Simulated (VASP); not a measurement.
Wanted: the native input for a VASP 6.6.1 run.

```yaml
Task: single point
Functional: PBE
Potentials_or_basis: VASP PAW PBE potentials, release 64 (B, N)
Cutoff: 520 eV
k_mesh: 12 × 12 × 4
Occupations: gaussian, width 0.05 eV
Spin: no spin polarisation
Dipole_correction: no
Further_INCAR_settings: ALGO = Normal; EDIFF = 1e-06; NBANDS = 16
```

The structure of BN lies in POSCAR:

```
BN
1.0
    2.5121751215      0.0000000000      0.0000000000
   -1.2560875608      2.1756074740      0.0000000000
    0.0000000000      0.0000000000      8.3436910039
B N
2 2
Direct
    0.3610820724      0.6869801535      0.2500000000
    0.6944154057      0.3536468202      0.7500000000
    0.3333333333      0.6666666667      0.7500000000
    0.6666666667      0.3333333333      0.2500000000
```

This cell differs from its parent crystal: all B atoms moved +0.062 Å, as atom 1 along Cartesian [1 1 0].

These files were run (other wordings do the same):

INCAR

```
SYSTEM = BN
ALGO = Normal
EDIFF = 1E-6
ENCUT = 520
GGA = PE
ISIF = 2
ISMEAR = 0
LASPH = .True.
LCHARG = .False.
LREAL = .False.
LWAVE = .False.
NBANDS = 16
NELM = 80
PREC = Accurate
SIGMA = 0.05
```

KPOINTS

```
k-points
0
Gamma
  12 12 4
  0 0 0
```

Potentials or basis: VASP PAW PBE potentials, release 64 (B, N).

Launch:

```sh
$ cat potpaw_PBE.64/B/POTCAR potpaw_PBE.64/N/POTCAR > POTCAR
$ mpirun -np 1 vasp_std > vasp.out
```

Results of the run:

```json
{
 "Pressure": "1.2 GPa",
 "Largest force": "2.706 eV/Å",
 "Band gap on the k mesh": "4.35 eV, indirect (least direct gap 4.71 eV)"
}
```

Caveat: the cell differs from its parent crystal (all B atoms moved +0.062 Å, as atom 1 along Cartesian [1 1 0]); this functional lacks dispersion, which binds the layers, so the pressure and a relaxed spacing across them are unreliable; forces of over 1 eV/Å act on the atoms, so gaps and moduli don't describe the material at rest.

Wall time 3.3 min on 1 thread of Intel Xeon 8259CL, on a shared host, peak memory 0.26 GiB.
